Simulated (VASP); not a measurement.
# Lu (Fm-3m) in VASP: further runs

Lu is run at these levels: PBE; tasks: single point, relaxation of cell and atoms.

All numbers are computed with VASP 6.6.1; they aren't measurements. Logs are shortened: lines on timing, memory, paths and dates and some standing lists are left out, and cuts for length are marked.

**1. The cell of the first run**

Symmetry: Fm-3m, No. 225, cubic system. Conventional cell: a = 4.875 Å, b = 4.875 Å, c = 4.875 Å, α = 90.00°, β = 90.00°, γ = 90.00°. Lu (site symmetry m-3m) has 12 Lu at 3.45 Å within 4.5 Å.

This isn't the form of Lu at room conditions, which is hcp.

**2. Single point, PBE**

File INCAR:

```
ALGO = Normal
EDIFF = 1E-7
ENCUT = 520
GGA = PE
ISIF = 2
ISMEAR = -1
LASPH = T
LCHARG = T
LELF = T
LREAL = F
LVHAR = T
LWAVE = F
NBANDS = 18
NELM = 60
PREC = Accurate
SIGMA = 0.05
```

File KPOINTS:

```
k-points
0
Gamma
  15 15 15
```

File POSCAR:

```
Lu
1.0
    0.0000000000      2.4373278929      2.4373278929
    2.4373278929      0.0000000000      2.4373278929
    2.4373278929      2.4373278929      0.0000000000
Lu
1
Direct
    0.0000000000      0.0000000000      0.0000000000
```

Potentials or basis: VASP PAW PBE potentials, release 64 (Lu).

On the command line:

```
$ cat potpaw_PBE.64/Lu/POTCAR > POTCAR
$ mpirun -np 1 vasp_std > vasp.out
```

OUTCAR:

```text
EDIFF = 1E-7
   ENCUT = 520
   GGA = PE
   ISIF = 2
   ISMEAR = -1
   LASPH = T
   LREAL = F
   NELM = 60
   PREC = Accurate

 ion  position               nearest neighbor table
   1  0.000  0.000  0.000-

  LATTYP: Found a face centered cubic cell.
 ALAT       =     4.8746557858

  Lattice vectors:

 A1 = (   0.0000000000,   2.4373278929,   2.4373278929)
 A2 = (   2.4373278929,   0.0000000000,   2.4373278929)
 A3 = (   2.4373278929,   2.4373278929,   0.0000000000)

Analysis of symmetry for initial positions (statically):
=====================================================================
 Subroutine PRICEL returns:
 Original cell was already a primitive cell.

 Routine SETGRP: Setting up the symmetry group for a
 face centered cubic supercell.

 Subroutine GETGRP returns: Found 48 space group operations
 (whereof 48 operations were pure point group operations)
 out of a pool of 48 trial point group operations.

The static configuration has the point symmetry O_h .

Analysis of symmetry for dynamics (positions and initial velocities):
=====================================================================
 Subroutine PRICEL returns:
 Original cell was already a primitive cell.

 Routine SETGRP: Setting up the symmetry group for a
 face centered cubic supercell.

 Subroutine GETGRP returns: Found 48 space group operations
 (whereof 48 operations were pure point group operations)
 out of a pool of 48 trial point group operations.

The dynamic configuration has the point symmetry O_h .

 Subroutine INISYM returns: Found 48 space group operations
 (whereof 48 operations are pure point group operations),
 and found     1 'primitive' translations

----------------------------------------------------------------------------------------

                                     Primitive cell

  volume of cell :      28.9582

  direct lattice vectors                    reciprocal lattice vectors
     0.000000000  2.437327893  2.437327893    -0.205142690  0.205142690  0.205142690
     2.437327893  0.000000000  2.437327893     0.205142690 -0.205142690  0.205142690
     2.437327893  2.437327893  0.000000000     0.205142690  0.205142690 -0.205142690

  length of vectors
     3.446902162  3.446902162  3.446902162     0.355317562  0.355317562  0.355317562

  position of ions in fractional coordinates (direct lattice)
     0.000000000  0.000000000  0.000000000

  ion indices of the primitive-cell ions
   primitive index   ion index
                 1           1

----------------------------------------------------------------------------------------

 KPOINTS: k-points

Automatic generation of k-mesh.
 Grid dimensions read from file:
 generate k-points for:   15   15   15

 Generating k-lattice:

  Cartesian coordinates                     Fractional coordinates (reciprocal lattice)
    -0.013676179  0.013676179  0.013676179     0.066666667  0.000000000  0.000000000
     0.013676179 -0.013676179  0.013676179     0.000000000  0.066666667  0.000000000
     0.013676179  0.013676179 -0.013676179     0.000000000  0.000000000  0.066666667

  Length of vectors
     0.023687837  0.023687837  0.023687837

  Shift w.r.t. Gamma in fractional coordinates (k-lattice)
     0.000000000  0.000000000  0.000000000

 Subroutine IBZKPT returns following result:
 ===========================================

 Found    120 irreducible k-points:

 Following reciprocal coordinates:
            Coordinates               Weight
  0.000000  0.000000  0.000000      1.000000
  0.066667  0.000000  0.000000      8.000000
  0.133333  0.000000  0.000000      8.000000
  0.200000  0.000000  0.000000      8.000000
  0.266667  0.000000  0.000000      8.000000
  0.333333  0.000000  0.000000      8.000000
[... 16 lines left out ...]
  0.133333  0.133333  0.000000      6.000000
  0.200000  0.133333  0.000000     24.000000
 [... further k-points ...]
   k-points           NKPTS =    120   k-points in BZ     NKDIM =    120   number of bands    NBANDS=     18
   number of dos      NEDOS =    301   number of ions     NIONS =      1
   total plane-waves  NPLWV =  21952
   dimension x,y,z NGX =    28 NGY =   28 NGZ =   28
   dimension x,y,z NGXF=    56 NGYF=   56 NGZF=   56
   ions per type =               1
   NGX,Y,Z   is equivalent  to a cutoff of  13.50, 13.50, 13.50 a.u.
   NGXF,Y,Z  is equivalent  to a cutoff of  27.01, 27.01, 27.01 a.u.
 SYSTEM =  unknown system
   PREC   = accura    normal or accurate (medium, high low for compatibility)
   ISTART =      0    job   : 0-new  1-cont  2-samecut
   ICHARG =      2    charge: 1-file 2-atom 10-const
   ISPIN  =      1    spin polarized calculation?
   LNONCOLLINEAR =      F non collinear calculations
   LSORBIT =      F    spin-orbit coupling
   LASPH  =      T    aspherical Exc in radial PAW
   ENCUT  =  520.0 eV  38.22 Ry    6.18 a.u.   6.41  6.41  6.41*2*pi/ulx,y,z
   NELM   =     60;   NELMIN=  2; NELMDL= -5     # of ELM steps
   EDIFF  = 0.1E-06   stopping-criterion for ELM
   LREAL  =      F    real-space projection
   EDIFFG = 0.1E-05   stopping-criterion for IOM
   NSW    =      0    number of steps for IOM
   IBRION =     -1    ionic relax: 0-MD 1-quasi-New 2-CG
   NFREE  =      0    steps in history (QN), initial steepest desc. (CG)
   ISIF   =      2    stress and relaxation
   ISYM   =      2    0-nonsym 1-usesym 2-fastsym
   POTIM  = 0.5000    time-step for ionic-motion
   TEBEG  =    0.0;   TEEND  =   0.0 temperature during run
   PSTRESS=    0.0 pullay stress
   NELECT =      25.0000    total number of electrons
   NUPDOWN=      -1.0000    fix difference up-down
   EMIN   =  10.00;   EMAX   =-10.00  energy-range for DOS
   EFERMI =   0.00;   METHOD = LEGACY
   ISMEAR =    -1;   SIGMA  =   0.05  broadening in eV -4-tet -1-fermi 0-gaus
   EFERMI_NEDOS =   21; number of points for ismear=-14 and -15
   IALGO  =     38    algorithm
   IMIX   =      4    mixing-type and parameters
     AMIX     =   0.40;   BMIX     =  1.00
     AMIX_MAG =   1.60;   BMIX_MAG =  1.00
  volume/ion in A,a.u.               =      28.96       195.42
  Fermi-wavevector in a.u.,A,eV,Ry     =   1.558826  2.945753 33.061306  2.429937
  Thomas-Fermi vector in A             =   2.662273
   LORBIT       =      0    0 simple, 1 ext, 2 COOP (PROOUT), +10 PAW based schemes
   GGA     = PE    functional components
   LHFCALC =     F    Hartree Fock is set to
   AEXX    =    0.0000 exact exchange contribution
   IVDW    =     0    specifies the selected vdW correction
   LEPSILON=     F    determine dielectric tensor
   LRPA    =     F    only Hartree local field effects (RPA)
 non-spin polarized calculation
  energy-cutoff  :      520.00
  volume of cell :       28.96
 maximum number of plane-waves:       797
 NGX is ok and might be reduce to    28
   NGX = 13   NGY = 13   NGZ = 13

 number of electron      25.0000004 magnetization

 Free energy of the ion-electron system (eV)
  ---------------------------------------------------
  ext. energy  EPLUGINS =         0.00000000
  ---------------------------------------------------
  free energy    TOTEN  =        -4.48474700 eV

  energy without entropy =       -4.47190066  energy(sigma->0) =       -4.47832383

 E-fermi :   2.2984     XC(G=0): -10.6896

 val. band max:        2.2666799855   @ k =  -0.4667   0.2667   0.1333
 cond. band min:       2.3009316759   @ k =   0.3333   0.2667   0.0000
 fundamental gap:      0.0342516904
 Fermi energy:         2.2984441203

 k-point     1 :       0.0000    0.0000    0.0000
  band No.  band energies     occupation
      1     -53.9121      2.00000
      2     -24.3330      2.00000
      3     -24.3330      2.00000
      4     -24.3330      2.00000
      5      -3.7908      2.00000
      6      -2.7222      2.00000
[... 10 lines left out ...]
     17       6.9479      0.00000
     18      12.5849      0.00000

 k-point     2 :       0.0667    0.0000    0.0000
  band No.  band energies     occupation
      1     -53.9108      2.00000
      2     -24.3559      2.00000
      3     -24.3360      2.00000
      4     -24.3360      2.00000
      5      -3.6667      2.00000
      6      -2.7197      2.00000
[... 10 lines left out ...]
     17       6.8752      0.00000
     18      12.8777      0.00000

 k-point     3 :       0.1333    0.0000    0.0000
  band No.  band energies     occupation
      1     -53.9071      2.00000
      2     -24.4200      2.00000
      3     -24.3444      2.00000
      4     -24.3444      2.00000
      5      -3.3053      2.00000
      6      -2.7128      2.00000
[... 10 lines left out ...]
     17       6.7317      0.00000
     18      13.5265      0.00000

 k-point     4 :       0.2000    0.0000    0.0000
  band No.  band energies     occupation
      1     -53.9017      2.00000
      2     -24.5131      2.00000
      3     -24.3567      2.00000
      4     -24.3567      2.00000
      5      -2.7441      2.00000
      6      -2.7042      2.00000
[... 10 lines left out ...]
     17       6.7193      0.00000
     18      12.9849      0.00000

 k-point     5 :       0.2667    0.0000    0.0000
  band No.  band energies     occupation
      1     -53.8955      2.00000
      2     -24.6177      2.00000
      3     -24.3708      2.00000
      4     -24.3708      2.00000
      5      -2.7007      2.00000
      6      -2.6684      2.00000
[... 10 lines left out ...]
     17       7.0243      0.00000
     18      12.1367      0.00000

 k-point     6 :       0.3333    0.0000    0.0000
  band No.  band energies     occupation
      1     -53.8895      2.00000
      2     -24.7158      2.00000
      3     -24.3843      2.00000
      4     -24.3843      2.00000
      5      -2.7028      2.00000
      6      -2.6602      2.00000
[... 307 lines left out ...]
 k-point    21 :      -0.1333    0.0667    0.0000
  band No.  band energies     occupation
      1     -53.9045      2.00000
      2     -24.4573      2.00000
      3     -24.3657      2.00000
      4     -24.3441      2.00000
      5      -3.0337      2.00000
      6      -2.7077      2.00000
[... 10 lines left out ...]
     17       6.9822      0.00000
     18      13.7563      0.00000

 k-point    22 :      -0.0667    0.0667    0.0000
  band No.  band energies     occupation
      1     -53.9087      2.00000
      2     -24.3877      2.00000
      3     -24.3492      2.00000
      4     -24.3371      2.00000
      5      -3.4632      2.00000
      6      -2.7157      2.00000
[... 10 lines left out ...]
     17       6.9366      0.00000
     18      13.3298      0.00000

 k-point    23 :       0.1333    0.1333    0.0000
  band No.  band energies     occupation
      1     -53.9055      2.00000
      2     -24.4178      2.00000
      3     -24.3636      2.00000
      4     -24.3636      2.00000
      5      -3.1437      2.00000
      6      -2.7089      2.00000
[... 10 lines left out ...]
     17       7.1989      0.00000
     18      14.0405      0.00000

 k-point    24 :       0.2000    0.1333    0.0000
  band No.  band energies     occupation
      1     -53.9014      2.00000
      2     -24.4784      2.00000
      3     -24.3791      2.00000
      4     -24.3750      2.00000
      5      -2.7318      2.00000
      6      -2.7006      2.00000
[... 10 lines left out ...]
     17       7.3153      0.00000
     18      14.4361      0.00000

 [... further k-points ...]

------------------------ aborting loop because EDIFF is reached ----------------------------------------

  FORCE on cell =-STRESS in cart. coord.  units (eV):
  Direction    XX          YY          ZZ          XY          YZ          ZX
  --------------------------------------------------------------------------------------
  -------------------------------------------------------------------------------------
  Total        0.0219450      0.0219450      0.0219450      0.0000000      0.0000000      0.0000000
  in kB        1.2141567      1.2141567      1.2141567      0.0000000      0.0000000      0.0000000
  external PRESSURE =       1.2141567 kB  Pullay stress =       0.0000000 kB

 VOLUME and BASIS-vectors are now :
 -----------------------------------------------------------------------------
  energy-cutoff  :      520.00
  volume of cell :       28.96
      direct lattice vectors                 reciprocal lattice vectors
     0.000000000  2.437327893  2.437327893    -0.205142690  0.205142690  0.205142690
     2.437327893  0.000000000  2.437327893     0.205142690 -0.205142690  0.205142690
     2.437327893  2.437327893  0.000000000     0.205142690  0.205142690 -0.205142690

 POSITION                                       TOTAL-FORCE (eV/Angst)
 -----------------------------------------------------------------------------------
      0.00000      0.00000      0.00000        -0.000000     -0.000000     -0.000000
 -----------------------------------------------------------------------------------
    total drift:                               -0.000000     -0.000000     -0.000000

  FREE ENERGIE OF THE ION-ELECTRON SYSTEM (eV)
  ---------------------------------------------------
  free  energy   TOTEN  =        -4.4847470021 eV

  energy  without entropy=       -4.4719006597  energy(sigma->0) =       -4.47832383
```

Wall time 1.9 min (1 thread of Oxide Virtual Turin-like, shared host); peak memory 0.18 GiB.

Results:

```yaml
Free_energy: -4.4847 eV
Pressure: 0.1 GPa
Band_gap_on_the_k_mesh: zero (an odd number of electrons rules out a gap without spin polarisation)
```

Caveat: spin-orbit coupling is left out, which moves the levels of the heavy elements.

(Continued in part 2 of 2.)

The gap in the log of VASP goes by the Fermi energy; the results here count the filled bands.